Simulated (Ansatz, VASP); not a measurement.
Two plane-wave programs on Ni

```
Ni
1.0
     4.43981    0.00000    0.00000
     0.00000    4.43981    0.00000
     0.00000    0.00000    4.43981
Ni
8
Direct
  0.00000 0.00000 0.00000
  0.50000 0.50000 0.50000
  0.25000 0.00000 0.50000
  0.75000 0.00000 0.50000
  0.50000 0.25000 0.00000
  0.50000 0.75000 0.00000
  0.00000 0.50000 0.25000
  0.00000 0.50000 0.75000
```

Alike in both runs: task relaxation of cell and atoms; functional PBE; k mesh 6 × 6 × 6; occupations fermi-dirac, width 0.1 eV; no spin polarisation.

```csv
,VASP,Ansatz
version,VASP 6.6.1,Ansatz 0.2.0
potentials or method,"VASP PAW PBE potentials, release 64 (Ni), cutoff 600 eV","plane waves (420 eV) with PAW, scalar-relativistic"
valence electrons in the cell,80,144
```

|  | VASP | Ansatz | Ansatz less VASP |
| --- | --- | --- | --- |
| relaxed volume (Å³/atom) | 11.09 | 11.10 | +0.007 |
| relaxed cell length with the largest relative difference (Å) | 4.461 | 4.462 | +0.0010 |

VASP's potentials hold 80 valence electrons a cell and Ansatz's 144, so a difference there can come from the potentials and not from the codes.
